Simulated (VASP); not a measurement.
Set up this calculation in VASP 6.6.1, as the native input.

```yaml
Task: single point
Functional: PBE
Potentials_or_basis: VASP PAW PBE potentials, release 64 (Rb_sv, Cl)
Cutoff: 500 eV
k_mesh: 6 × 6 × 6
Occupations: gaussian, width 0.02 eV
Spin: no spin polarisation
Dipole_correction: no
Further_INCAR_settings: ALGO = Normal; EDIFF = 1e-06; NBANDS = 15
```

The structure of RbCl lies in POSCAR:

```
RbCl
1.0
    0.0000000000      3.2807574037      3.2807574037
    3.2807574037      0.0000000000      3.2807574037
    3.2807574037      3.2807574037      0.0000000000
Rb Cl
1 1
Direct
    0.0000000000      0.0000000000      0.0000000000
    0.5000000000      0.5000000000      0.5000000000
```

This cell differs from its parent crystal: volume scaled by 0.94.

One way to write it, as run:

INCAR

```
SYSTEM = RbCl
PREC = Accurate ; ENCUT = 500
EDIFF = 1E-6 ; ISMEAR = 0
SIGMA = 0.02 ; LREAL = .False.
LASPH = .True. ; NELM = 120
ALGO = Normal ; ISIF = 2
LWAVE = .False. ; LCHARG = .True.
GGA = PE ; LELF = .True.
LVHAR = .True. ; NBANDS = 15
GGA_COMPAT = .False.
```

KPOINTS

```
regular mesh
0
Gamma
  6 6 6
  0 0 0
```

Potentials or basis: VASP PAW PBE potentials, release 64 (Rb_sv, Cl).

The run is started by

```console
$ cat potpaw_PBE.64/Rb_sv/POTCAR potpaw_PBE.64/Cl/POTCAR > POTCAR
$ mpirun -np 1 vasp_std > vasp.out
```

It gave:

| Quantity | Value |
| --- | --- |
| Pressure | 1.0 GPa |
| Band gap on the k mesh | 5.03 eV, direct |

Run time: 33 s on 1 thread of Intel Xeon 8259CL (shared host), peak memory 0.2 GiB.
